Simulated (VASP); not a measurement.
# ZrS2 (P-3m1) in VASP: a series of runs

The runs below take ZrS2 through single point, with HSE06.

All numbers are computed with VASP 6.6.1; they aren't measurements. Logs are shortened: lines on timing, memory, paths and dates and some standing lists are left out, and cuts for length are marked.

## Step 1: The cell of the first run

The structure is trigonal, space group P-3m1 (No. 164). Conventional cell: a = 3.674 Å, b = 3.674 Å, c = 5.681 Å, α = 90.00°, β = 90.00°, γ = 120.00°. Zr (site symmetry -3m) has 6 S at 2.56 Å within 3.4 Å. Within 3.7 Å of S (site symmetry 3m) lie 3 Zr at 2.56 Å and 12 S at 3.52 to 3.67 Å.

## Step 2: Single point, HSE06 (uniaxial z strain -3.0%)

POSCAR reads:

```
ZrS2
1.0
    3.6743990850      0.0000000000      0.0000000000
   -1.8371995425      3.1821229513      0.0000000000
    0.0000000000      0.0000000000      5.6811505859
Zr S
1 2
Direct
    0.0000000000      0.0000000000      0.0000000000
    0.3333333333      0.6666666667      0.2527282707
    0.6666666667      0.3333333333      0.7472717293
```

INCAR.step1 reads:

```
ALGO     = Normal         # electronic algorithm
EDIFF    = 1E-5           # SCF threshold, eV
ENCUT    = 400            # plane-wave cutoff, eV
GGA      = PE             # functional
GGA_COMPAT= F            
ISIF     = 2              # what is computed and relaxed
ISMEAR   = 0              # smearing method
LASPH    = T              # aspherical terms in the spheres
LREAL    = F              # projectors in reciprocal space
LWAVE    = T              # write WAVECAR
NBANDS   = 19             # bands
NELM     = 120            # most SCF steps
PREC     = Accurate       # precision mode
SIGMA    = 0.01           # smearing width, eV
```

INCAR.step2 reads:

```
ALGO     = Normal         # electronic algorithm
EDIFF    = 1E-6           # SCF threshold, eV
ENCUT    = 400            # plane-wave cutoff, eV
GGA      = PE             # functional
GGA_COMPAT= F            
HFSCREEN = 0.2079         # screening, 1/A
ISIF     = 2              # what is computed and relaxed
ISMEAR   = 0              # smearing method
ISTART   = 1            
LASPH    = T              # aspherical terms in the spheres
LCHARG   = T              # write CHGCAR
LELF     = T              # ELF
LHFCALC  = T              # exact exchange
LREAL    = F              # projectors in reciprocal space
LVHAR    = T            
LWAVE    = F              # write WAVECAR
NBANDS   = 19             # bands
NELM     = 120            # most SCF steps
PREC     = Accurate       # precision mode
PRECFOCK = Normal       
SIGMA    = 0.01           # smearing width, eV
```

KPOINTS reads:

```
k-points
0
Gamma
  6 6 4
```

Potentials or basis: VASP PAW PBE potentials, release 64 (Zr_sv, S).

Command:

```bash
> cat potpaw_PBE.64/Zr_sv/POTCAR potpaw_PBE.64/S/POTCAR > POTCAR
> cp INCAR.step1 INCAR
> mpirun -np 1 vasp_std > vasp.out
> cp INCAR.step2 INCAR
> mpirun -np 1 vasp_std > vasp.out
```

OUTCAR:

```text
EDIFF = 1E-6
   ENCUT = 400
   GGA = PE
   HFSCREEN = 0.2079
   ISIF = 2
   ISMEAR = 0
   ISTART = 1
   LASPH = T
   LHFCALC = T
   LREAL = F
   NELM = 120
   PREC = Accurate
   PRECFOCK = Normal

 ion  position               nearest neighbor table
   1  0.000  0.000  0.000-   2 2.56   3 2.56   3 2.56   2 2.56   3 2.56   2 2.56
   2  0.333  0.667  0.253-   1 2.56   1 2.56   1 2.56
   3  0.667  0.333  0.747-   1 2.56   1 2.56   1 2.56

  LATTYP: Found a hexagonal cell.
 ALAT       =     3.6743990850
 C/A-ratio  =     1.5461441325

  Lattice vectors:

 A1 = (   3.6743990850,   0.0000000000,   0.0000000000)
 A2 = (  -1.8371995425,   3.1821229513,   0.0000000000)
 A3 = (   0.0000000000,   0.0000000000,   5.6811505859)

Analysis of symmetry for initial positions (statically):
=====================================================================
 Subroutine PRICEL returns:
 Original cell was already a primitive cell.

 Routine SETGRP: Setting up the symmetry group for a
 hexagonal supercell.

 Subroutine GETGRP returns: Found 12 space group operations
 (whereof 12 operations were pure point group operations)
 out of a pool of 24 trial point group operations.

The static configuration has the point symmetry D_3d.

Analysis of symmetry for dynamics (positions and initial velocities):
=====================================================================
 Subroutine PRICEL returns:
 Original cell was already a primitive cell.

 Routine SETGRP: Setting up the symmetry group for a
 hexagonal supercell.

 Subroutine GETGRP returns: Found 12 space group operations
 (whereof 12 operations were pure point group operations)
 out of a pool of 24 trial point group operations.

The dynamic configuration has the point symmetry D_3d.

 Subroutine INISYM returns: Found 12 space group operations
 (whereof 12 operations are pure point group operations),
 and found     1 'primitive' translations

----------------------------------------------------------------------------------------

                                     Primitive cell

  volume of cell :      66.4262

  direct lattice vectors                    reciprocal lattice vectors
     3.674399085  0.000000000  0.000000000     0.272153344  0.157127807  0.000000000
    -1.837199543  3.182122951  0.000000000     0.000000000  0.314255613  0.000000000
     0.000000000  0.000000000  5.681150586     0.000000000  0.000000000  0.176020682

  length of vectors
     3.674399085  3.674399085  5.681150586     0.314255613  0.314255613  0.176020682

  position of ions in fractional coordinates (direct lattice)
     0.000000000  0.000000000  0.000000000
     0.333333333  0.666666667  0.252728271
     0.666666667  0.333333333  0.747271729

  ion indices of the primitive-cell ions
   primitive index   ion index
                 1           1
                 2           2
                 3           3

----------------------------------------------------------------------------------------

 KPOINTS: k-points

Automatic generation of k-mesh.
 Grid dimensions read from file:
 generate k-points for:    6    6    4

 Generating k-lattice:

  Cartesian coordinates                     Fractional coordinates (reciprocal lattice)
     0.045358891  0.026187968  0.000000000     0.166666667  0.000000000  0.000000000
     0.000000000  0.052375936  0.000000000     0.000000000  0.166666667  0.000000000
     0.000000000  0.000000000  0.044005170     0.000000000  0.000000000  0.250000000

  Length of vectors
     0.052375936  0.052375936  0.044005170

  Shift w.r.t. Gamma in fractional coordinates (k-lattice)
     0.000000000  0.000000000  0.000000000

 Subroutine IBZKPT returns following result:
 ===========================================

 Found     24 irreducible k-points:

 Following reciprocal coordinates:
            Coordinates               Weight
  0.000000  0.000000  0.000000      1.000000
  0.166667  0.000000  0.000000      6.000000
  0.333333  0.000000  0.000000      6.000000
  0.500000  0.000000  0.000000      3.000000
  0.166667  0.166667  0.000000      6.000000
  0.333333  0.166667  0.000000     12.000000
[... 16 lines left out ...]
  0.333333  0.166667  0.500000     12.000000
  0.333333  0.333333  0.500000      2.000000
   k-points           NKPTS =     24   k-points in BZ     NKDIM =    144   number of bands    NBANDS=     19
   number of dos      NEDOS =    301   number of ions     NIONS =      3
   total plane-waves  NPLWV =  23040
   dimension x,y,z NGX =    24 NGY =   24 NGZ =   40
   dimension x,y,z NGXF=    48 NGYF=   48 NGZF=   80
   ions per type =               1   2
   NGX,Y,Z   is equivalent  to a cutoff of  10.86, 10.86, 11.71 a.u.
   NGXF,Y,Z  is equivalent  to a cutoff of  21.72, 21.72, 23.41 a.u.
 SYSTEM =  unknown system
   PREC   = accura    normal or accurate (medium, high low for compatibility)
   ISTART =      1    job   : 0-new  1-cont  2-samecut
   ICHARG =      0    charge: 1-file 2-atom 10-const
   ISPIN  =      1    spin polarized calculation?
   LNONCOLLINEAR =      F non collinear calculations
   LSORBIT =      F    spin-orbit coupling
   LASPH  =      T    aspherical Exc in radial PAW
   ENCUT  =  400.0 eV  29.40 Ry    5.42 a.u.   5.99  5.99  9.26*2*pi/ulx,y,z
   NELM   =    120;   NELMIN=  2; NELMDL=  0     # of ELM steps
   EDIFF  = 0.1E-05   stopping-criterion for ELM
   LREAL  =      F    real-space projection
   EDIFFG = 0.1E-04   stopping-criterion for IOM
   NSW    =      0    number of steps for IOM
   IBRION =     -1    ionic relax: 0-MD 1-quasi-New 2-CG
   NFREE  =      0    steps in history (QN), initial steepest desc. (CG)
   ISIF   =      2    stress and relaxation
   ISYM   =      3    0-nonsym 1-usesym 2-fastsym
   POTIM  = 0.5000    time-step for ionic-motion
   TEBEG  =    0.0;   TEEND  =   0.0 temperature during run
   PSTRESS=    0.0 pullay stress
   NELECT =      24.0000    total number of electrons
   NUPDOWN=      -1.0000    fix difference up-down
   EMIN   =  10.00;   EMAX   =-10.00  energy-range for DOS
   EFERMI =   0.00;   METHOD = LEGACY
   ISMEAR =     0;   SIGMA  =   0.01  broadening in eV -4-tet -1-fermi 0-gaus
   EFERMI_NEDOS =   21; number of points for ismear=-14 and -15
   IALGO  =     38    algorithm
   IMIX   =      1    mixing-type and parameters
     AMIX     =   0.40;   BMIX     =  1.00
     AMIX_MAG =   1.60;   BMIX_MAG =  1.00
  volume/ion in A,a.u.               =      22.14       149.42
  Fermi-wavevector in a.u.,A,eV,Ry     =   1.166000  2.203421 18.497897  1.359557
  Thomas-Fermi vector in A             =   2.302519
   LORBIT       =      0    0 simple, 1 ext, 2 COOP (PROOUT), +10 PAW based schemes
   GGA     = PE    functional components
   LHFCALC =     T    Hartree Fock is set to
   PRECFOCK=normal    Normal, Fast or Accurate (Low or Medium for compatibility)
   ENCUT4O =  -1.0   cutoff for four orbital integrals eV
   NKREDX  =     1    reduce k-point grid by
   NKREDY  =     1    reduce k-point grid by
   NKREDZ  =     1    reduce k-point grid by
   AEXX    =    0.2500 exact exchange contribution
   HFSCREEN=    0.2079 screening length (either q_TF or 0.3 A-1)
   HFSCREENC=   0.2079 screening length for correlation (either q_TF or 0.3 A-1)
   ENCUTFOCK=  -1.0 apply spherical cutoff to Coloumb kernel
   IVDW    =     0    specifies the selected vdW correction
   LEPSILON=     F    determine dielectric tensor
   LRPA    =     F    only Hartree local field effects (RPA)
 non-spin polarized calculation
 Gauss-broadening in eV      SIGMA  =   0.01
  energy-cutoff  :      400.00
  volume of cell :       66.43
 maximum number of plane-waves:      1236
  NGX = 18; NGY = 18; NGZ = 28

 number of electron      24.0000004 magnetization

 Free energy of the ion-electron system (eV)
  ---------------------------------------------------
  ext. energy  EPLUGINS =         0.00000000
  ---------------------------------------------------
  free energy    TOTEN  =       -25.38972445 eV

  energy without entropy =      -25.38972445  energy(sigma->0) =      -25.38972445

 E-fermi :   4.8904     XC(G=0):  -8.0890

 val. band max:        4.6805451055   @ k =   0.0000   0.0000   0.0000
 cond. band min:       6.1788813615   @ k =   0.5000   0.0000   0.5000
 fundamental gap:      1.4983362559
 Fermi energy:         4.8904044915

 k-point     1 :       0.0000    0.0000    0.0000
  band No.  band energies     occupation
      1     -47.9795      2.00000
      2     -24.6591      2.00000
      3     -24.4749      2.00000
      4     -24.4749      2.00000
      5      -9.7338      2.00000
      6      -7.9138      2.00000
[... 11 lines left out ...]
     18      10.9916      0.00000
     19      11.4196      0.00000

 k-point     2 :       0.1667    0.0000    0.0000
  band No.  band energies     occupation
      1     -47.9741      2.00000
      2     -24.6427      2.00000
      3     -24.5541      2.00000
      4     -24.4919      2.00000
      5      -9.4241      2.00000
      6      -8.0091      2.00000
[... 11 lines left out ...]
     18      12.3958      0.00000
     19      12.9419      0.00000

 k-point     3 :       0.3333    0.0000    0.0000
  band No.  band energies     occupation
      1     -47.9633      2.00000
      2     -24.7093      2.00000
      3     -24.6086      2.00000
      4     -24.5256      2.00000
      5      -8.7643      2.00000
      6      -8.1616      2.00000
[... 11 lines left out ...]
     18      13.0869      0.00000
     19      13.8862      0.00000

 k-point     4 :       0.5000    0.0000    0.0000
  band No.  band energies     occupation
      1     -47.9578      2.00000
      2     -24.7846      2.00000
      3     -24.5918      2.00000
      4     -24.5423      2.00000
      5      -8.5216      2.00000
      6      -8.0900      2.00000
[... 407 lines left out ...]
     18      13.9463      0.00000
     19      14.0011      0.00000

 k-point    23 :       0.3333    0.1667    0.5000
  band No.  band energies     occupation
      1     -47.9579      2.00000
      2     -24.7439      2.00000
      3     -24.5942      2.00000
      4     -24.5827      2.00000
      5      -8.5111      2.00000
      6      -8.0872      2.00000
[... 11 lines left out ...]
     18      12.5585      0.00000
     19      13.6679      0.00000

 k-point    24 :       0.3333    0.3333    0.5000
  band No.  band energies     occupation
      1     -47.9552      2.00000
      2     -24.6876      2.00000
      3     -24.6876      2.00000
      4     -24.5848      2.00000
      5      -8.2249      2.00000
      6      -8.2249      2.00000
[... 11 lines left out ...]
     18      13.6701      0.00000
     19      14.2721      0.00000

------------------------ aborting loop because EDIFF is reached ----------------------------------------

  FORCE on cell =-STRESS in cart. coord.  units (eV):
  Direction    XX          YY          ZZ          XY          YZ          ZX
  --------------------------------------------------------------------------------------
  -------------------------------------------------------------------------------------
  Total        0.0320901      0.0320901      0.7374983      0.0000000      0.0000000      0.0000000
  in kB        0.7740026      0.7740026     17.7882021      0.0000000      0.0000000      0.0000000
  external PRESSURE =       6.4454025 kB  Pullay stress =       0.0000000 kB

 VOLUME and BASIS-vectors are now :
 -----------------------------------------------------------------------------
  energy-cutoff  :      400.00
  volume of cell :       66.43
      direct lattice vectors                 reciprocal lattice vectors
     3.674399085  0.000000000  0.000000000     0.272153344  0.157127807  0.000000000
    -1.837199543  3.182122951  0.000000000     0.000000000  0.314255613  0.000000000
     0.000000000  0.000000000  5.681150586     0.000000000  0.000000000  0.176020682

 POSITION                                       TOTAL-FORCE (eV/Angst)
 -----------------------------------------------------------------------------------
      0.00000      0.00000      0.00000        -0.000000      0.000000      0.000000
     -0.00000      2.12142      1.43579         0.000000      0.000000     -0.182008
      1.83720      1.06071      4.24536        -0.000000      0.000000      0.182008
 -----------------------------------------------------------------------------------
    total drift:                               -0.000000      0.000000      0.000001

  FREE ENERGIE OF THE ION-ELECTRON SYSTEM (eV)
  ---------------------------------------------------
  free  energy   TOTEN  =       -25.3897244494 eV

  energy  without entropy=      -25.3897244494  energy(sigma->0) =      -25.38972445
```

Wall time 55 min (1 thread of Intel Xeon Platinum 8259CL at 2.50GHz (Skylake/Cascade Lake), shared host); peak memory 0.28 GiB.

Results:

```yaml
Free_energy: -25.3897 eV
Pressure: 0.6 GPa
Largest_force: 0.182 eV/Å
Band_gap_on_the_k_mesh: 1.50 eV (least direct gap 2.19 eV)
```

Forces in eV/Å, atoms in the order of the input:
```
Zr   0.000  0.000  0.000
S    0.000  0.000 -0.182
S    0.000  0.000  0.182
```

Caveat: the cell differs from its parent crystal (uniaxial z strain -3.0%); the PAW data sets were made with another functional, which shifts forces and pressure a little. A k mesh can miss the band edges.

(Part 1 of 2 ends here.)
